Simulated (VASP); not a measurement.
# Se (P6/mmm) in VASP: further runs

Runs on Se. Level: PBEsol. Tasks: single point, relaxation of cell and atoms.

Everything below comes from runs of VASP 6.6.1. Logs are shortened: lines on timing, memory, paths and dates and some standing lists are left out, and cuts for length are marked.

**1. The cell of the first run**

It takes space group P6/mmm (No. 191, hexagonal). Conventional cell: a = 3.050 Å, b = 3.050 Å, c = 2.603 Å, α = 90.00°, β = 90.00°, γ = 120.00°. Within 3.4 Å of Se (site symmetry 6/mmm) lie 8 Se at 2.60 to 3.05 Å.

**2. Single point, PBEsol**

Input file INCAR:

```
  ALGO = Normal
  EDIFF = 1E-6
  ENCUT = 520
  GGA = PS
  ISIF = 2
  ISMEAR = 0
  LASPH = T
  LCHARG = F
  LREAL = F
  LWAVE = F
  NBANDS = 9
  NELM = 60
  PREC = Accurate
  SIGMA = 0.1
```

Input file KPOINTS:

```
k-points
0
Gamma
  21 21 20
```

Input file POSCAR:

```
Se
1.0
    3.0497118634      0.0000000000      0.0000000000
   -1.5248559317      2.6411279479      0.0000000000
    0.0000000000      0.0000000000      2.6033732574
Se
1
Direct
    0.0000000000      0.0000000000      0.0000000000
```

Potentials or basis: VASP PAW PBE potentials, release 64 (Se).

Command:

```
cat potpaw_PBE.64/Se/POTCAR > POTCAR
mpirun -np 1 vasp_std > vasp.out
```

OUTCAR:

```text
EDIFF = 1E-6
   ENCUT = 520
   GGA = PS
   ISIF = 2
   ISMEAR = 0
   LASPH = T
   LREAL = F
   NELM = 60
   PREC = Accurate

 ion  position               nearest neighbor table
   1  0.000  0.000  0.000-

  LATTYP: Found a hexagonal cell.
 ALAT       =     3.0497118634
 C/A-ratio  =     0.8536456472

  Lattice vectors:

 A1 = (   3.0497118634,   0.0000000000,   0.0000000000)
 A2 = (  -1.5248559317,   2.6411279479,   0.0000000000)
 A3 = (   0.0000000000,   0.0000000000,   2.6033732574)

Analysis of symmetry for initial positions (statically):
=====================================================================
 Subroutine PRICEL returns:
 Original cell was already a primitive cell.

 Routine SETGRP: Setting up the symmetry group for a
 hexagonal supercell.

 Subroutine GETGRP returns: Found 24 space group operations
 (whereof 24 operations were pure point group operations)
 out of a pool of 24 trial point group operations.

The static configuration has the point symmetry D_6h.

Analysis of symmetry for dynamics (positions and initial velocities):
=====================================================================
 Subroutine PRICEL returns:
 Original cell was already a primitive cell.

 Routine SETGRP: Setting up the symmetry group for a
 hexagonal supercell.

 Subroutine GETGRP returns: Found 24 space group operations
 (whereof 24 operations were pure point group operations)
 out of a pool of 24 trial point group operations.

The dynamic configuration has the point symmetry D_6h.

 Subroutine INISYM returns: Found 24 space group operations
 (whereof 24 operations are pure point group operations),
 and found     1 'primitive' translations

----------------------------------------------------------------------------------------

                                     Primitive cell

  volume of cell :      20.9693

  direct lattice vectors                    reciprocal lattice vectors
     3.049711863  0.000000000  0.000000000     0.327899829  0.189313055  0.000000000
    -1.524855932  2.641127948  0.000000000     0.000000000  0.378626110  0.000000000
     0.000000000  0.000000000  2.603373257     0.000000000  0.000000000  0.384117029

  length of vectors
     3.049711863  3.049711863  2.603373257     0.378626110  0.378626110  0.384117029

  position of ions in fractional coordinates (direct lattice)
     0.000000000  0.000000000  0.000000000

  ion indices of the primitive-cell ions
   primitive index   ion index
                 1           1

----------------------------------------------------------------------------------------

 KPOINTS: k-points

Automatic generation of k-mesh.
 Grid dimensions read from file:
 generate k-points for:   21   21   20

 Generating k-lattice:

  Cartesian coordinates                     Fractional coordinates (reciprocal lattice)
     0.015614278  0.009014907  0.000000000     0.047619048  0.000000000  0.000000000
     0.000000000  0.018029815  0.000000000     0.000000000  0.047619048  0.000000000
     0.000000000  0.000000000  0.019205851     0.000000000  0.000000000  0.050000000

  Length of vectors
     0.018029815  0.018029815  0.019205851

  Shift w.r.t. Gamma in fractional coordinates (k-lattice)
     0.000000000  0.000000000  0.000000000

 Subroutine IBZKPT returns following result:
 ===========================================

 Found    528 irreducible k-points:

 Following reciprocal coordinates:
            Coordinates               Weight
  0.000000  0.000000  0.000000      1.000000
  0.047619  0.000000  0.000000      6.000000
  0.095238  0.000000  0.000000      6.000000
  0.142857  0.000000  0.000000      6.000000
  0.190476  0.000000  0.000000      6.000000
  0.238095  0.000000  0.000000      6.000000
[... 16 lines left out ...]
  0.142857  0.095238  0.000000     12.000000
  0.190476  0.095238  0.000000     12.000000
 [... further k-points ...]
   k-points           NKPTS =    528   k-points in BZ     NKDIM =    528   number of bands    NBANDS=      9
   number of dos      NEDOS =    301   number of ions     NIONS =      1
   total plane-waves  NPLWV =  11520
   dimension x,y,z NGX =    24 NGY =   24 NGZ =   20
   dimension x,y,z NGXF=    48 NGYF=   48 NGZF=   40
   ions per type =               1
   NGX,Y,Z   is equivalent  to a cutoff of  13.08, 13.08, 12.77 a.u.
   NGXF,Y,Z  is equivalent  to a cutoff of  26.17, 26.17, 25.54 a.u.
 SYSTEM =  unknown system
   PREC   = accura    normal or accurate (medium, high low for compatibility)
   ISTART =      0    job   : 0-new  1-cont  2-samecut
   ICHARG =      2    charge: 1-file 2-atom 10-const
   ISPIN  =      1    spin polarized calculation?
   LNONCOLLINEAR =      F non collinear calculations
   LSORBIT =      F    spin-orbit coupling
   LASPH  =      T    aspherical Exc in radial PAW
   ENCUT  =  520.0 eV  38.22 Ry    6.18 a.u.   5.67  5.67  4.84*2*pi/ulx,y,z
   NELM   =     60;   NELMIN=  2; NELMDL= -5     # of ELM steps
   EDIFF  = 0.1E-05   stopping-criterion for ELM
   LREAL  =      F    real-space projection
   EDIFFG = 0.1E-04   stopping-criterion for IOM
   NSW    =      0    number of steps for IOM
   IBRION =     -1    ionic relax: 0-MD 1-quasi-New 2-CG
   NFREE  =      0    steps in history (QN), initial steepest desc. (CG)
   ISIF   =      2    stress and relaxation
   ISYM   =      2    0-nonsym 1-usesym 2-fastsym
   POTIM  = 0.5000    time-step for ionic-motion
   TEBEG  =    0.0;   TEEND  =   0.0 temperature during run
   PSTRESS=    0.0 pullay stress
   NELECT =       6.0000    total number of electrons
   NUPDOWN=      -1.0000    fix difference up-down
   EMIN   =  10.00;   EMAX   =-10.00  energy-range for DOS
   EFERMI =   0.00;   METHOD = LEGACY
   ISMEAR =     0;   SIGMA  =   0.10  broadening in eV -4-tet -1-fermi 0-gaus
   EFERMI_NEDOS =   21; number of points for ismear=-14 and -15
   IALGO  =     38    algorithm
   IMIX   =      4    mixing-type and parameters
     AMIX     =   0.40;   BMIX     =  1.00
     AMIX_MAG =   1.60;   BMIX_MAG =  1.00
  volume/ion in A,a.u.               =      20.97       141.51
  Fermi-wavevector in a.u.,A,eV,Ry     =   1.078774  2.038587 15.833817  1.163753
  Thomas-Fermi vector in A             =   2.214721
   LORBIT       =      0    0 simple, 1 ext, 2 COOP (PROOUT), +10 PAW based schemes
   GGA     = PS    functional components
   LHFCALC =     F    Hartree Fock is set to
   AEXX    =    0.0000 exact exchange contribution
   IVDW    =     0    specifies the selected vdW correction
   LEPSILON=     F    determine dielectric tensor
   LRPA    =     F    only Hartree local field effects (RPA)
 non-spin polarized calculation
 Gauss-broadening in eV      SIGMA  =   0.10
  energy-cutoff  :      520.00
  volume of cell :       20.97
 maximum number of plane-waves:       580
 NGX is ok and might be reduce to    24
   NGX = 11   NGY = 11   NGZ =  9

 number of electron       6.0000002 magnetization

 Free energy of the ion-electron system (eV)
  ---------------------------------------------------
  ext. energy  EPLUGINS =         0.00000000
  ---------------------------------------------------
  free energy    TOTEN  =        -3.54619990 eV

  energy without entropy =       -3.54313419  energy(sigma->0) =       -3.54466704

 E-fermi :   5.1260     XC(G=0): -10.4871

 val. band max:        5.1216993397   @ k =   0.1905   0.0000   0.3500
 cond. band min:       5.1292902518   @ k =   0.2857   0.0000   0.0500
 fundamental gap:      0.0075909122
 Fermi energy:         5.1259521340

 k-point     1 :       0.0000    0.0000    0.0000
  band No.  band energies     occupation
      1     -11.1642      2.00000
      2       6.5351      0.00000
      3       6.5351      0.00000
      4       8.8685      0.00000
      5      12.7408      0.00000
      6      15.3842      0.00000
      7      16.2054      0.00000
      8      16.2054      0.00000
      9      19.6910      0.00000

 k-point     2 :       0.0476    0.0000    0.0000
  band No.  band energies     occupation
      1     -11.1276      2.00000
      2       6.2137      0.00000
      3       6.4682      0.00000
      4       8.8961      0.00000
      5      13.0157      0.00000
      6      15.4358      0.00000
      7      15.8705      0.00000
      8      16.3622      0.00000
      9      20.2431      0.00000

 k-point     3 :       0.0952    0.0000    0.0000
  band No.  band energies     occupation
      1     -11.0186      2.00000
      2       5.4048      0.00008
      3       6.2821      0.00000
      4       8.9775      0.00000
      5      13.5505      0.00000
      6      15.2644      0.00000
      7      15.7056      0.00000
      8      16.8180      0.00000
      9      21.5176      0.00000

 k-point     4 :       0.1429    0.0000    0.0000
  band No.  band energies     occupation
      1     -10.8401      2.00000
      2       4.3566      2.00000
      3       6.0126      0.00000
      4       9.1088      0.00000
      5      13.5333      0.00000
      6      15.2904      0.00000
      7      16.2200      0.00000
      8      17.5365      0.00000
      9      23.1405      0.00000

 k-point     5 :       0.1905    0.0000    0.0000
  band No.  band energies     occupation
      1     -10.5974      2.00000
      2       3.2266      2.00000
      3       5.7011      0.00000
      4       9.2833      0.00000
      5      12.9735      0.00000
      6      15.6812      0.00000
      7      17.1953      0.00000
      8      18.4749      0.00000
      9      24.9756      0.00000

 k-point     6 :       0.2381    0.0000    0.0000
  band No.  band energies     occupation
      1     -10.2990      2.00000
      2       2.1012      2.00000
      3       5.3837      0.00027
      4       9.4907      0.00000
      5      12.3705      0.00000
      6      16.0879      0.00000
      7      18.4181      0.00000
      8      19.5955      0.00000
      9      24.6767      0.00000
[... 169 lines left out ...]
 k-point    21 :       0.4762    0.0476    0.0000
  band No.  band energies     occupation
      1      -8.7706      2.00000
      2      -1.6519      2.00000
      3       4.1607      2.00000
      4      10.4047      0.00000
      5      11.0798      0.00000
      6      18.2192      0.00000
      7      21.4957      0.00000
      8      21.6257      0.00000
      9      26.2917      0.00000

 k-point    22 :       0.0952    0.0952    0.0000
  band No.  band energies     occupation
      1     -10.7349      2.00000
      2       3.9373      2.00000
      3       5.6794      0.00000
      4       9.1851      0.00000
      5      14.4738      0.00000
      6      14.5215      0.00000
      7      15.9506      0.00000
      8      18.5082      0.00000
      9      23.9402      0.00000

 k-point    23 :       0.1429    0.0952    0.0000
  band No.  band energies     occupation
      1     -10.4956      2.00000
      2       2.9833      2.00000
      3       5.2274      0.15128
      4       9.3552      0.00000
      5      13.9142      0.00000
      6      15.2971      0.00000
      7      16.3257      0.00000
      8      19.7615      0.00000
      9      25.6142      0.00000

 k-point    24 :       0.1905    0.0952    0.0000
  band No.  band energies     occupation
      1     -10.2020      2.00000
      2       1.9873      2.00000
      3       4.7817      2.00000
      4       9.5570      0.00000
      5      13.3793      0.00000
      6      16.0137      0.00000
      7      17.0438      0.00000
      8      21.0756      0.00000
      9      24.5496      0.00000

 [... further k-points ...]

------------------------ aborting loop because EDIFF is reached ----------------------------------------

  FORCE on cell =-STRESS in cart. coord.  units (eV):
  Direction    XX          YY          ZZ          XY          YZ          ZX
  --------------------------------------------------------------------------------------
  -------------------------------------------------------------------------------------
  Total        0.0085495      0.0085495      0.0236323      0.0000000      0.0000000      0.0000000
  in kB        0.6532279      0.6532279      1.8056419      0.0000000      0.0000000      0.0000000
  external PRESSURE =       1.0373659 kB  Pullay stress =       0.0000000 kB

 VOLUME and BASIS-vectors are now :
 -----------------------------------------------------------------------------
  energy-cutoff  :      520.00
  volume of cell :       20.97
      direct lattice vectors                 reciprocal lattice vectors
     3.049711863  0.000000000  0.000000000     0.327899829  0.189313055  0.000000000
    -1.524855932  2.641127948  0.000000000     0.000000000  0.378626110  0.000000000
     0.000000000  0.000000000  2.603373257     0.000000000  0.000000000  0.384117029

 POSITION                                       TOTAL-FORCE (eV/Angst)
 -----------------------------------------------------------------------------------
      0.00000      0.00000      0.00000         0.000000      0.000000      0.000000
 -----------------------------------------------------------------------------------
    total drift:                                0.000000      0.000000      0.000000

  FREE ENERGIE OF THE ION-ELECTRON SYSTEM (eV)
  ---------------------------------------------------
  free  energy   TOTEN  =        -3.5461998954 eV

  energy  without entropy=       -3.5431341897  energy(sigma->0) =       -3.54466704
```

Run time: 66 s. Hardware: 1 thread of Oxide Virtual Turin-like, shared host; peak memory 0.17 GiB.

Results:

```yaml
Free_energy: -3.5462 eV
Pressure: 0.1 GPa
Band_gap_on_the_k_mesh: zero (band 3 reaches 8.68 eV, above the bottom of band 4 at 2.04 eV)
```

Stress tensor (GPa, compression positive):
```
0.07 0.00 0.00
0.00 0.07 0.00
0.00 0.00 0.18
```

Caveat: the PAW data sets were made with another functional, which shifts forces and pressure a little.

(Continued in part 2 of 2.)
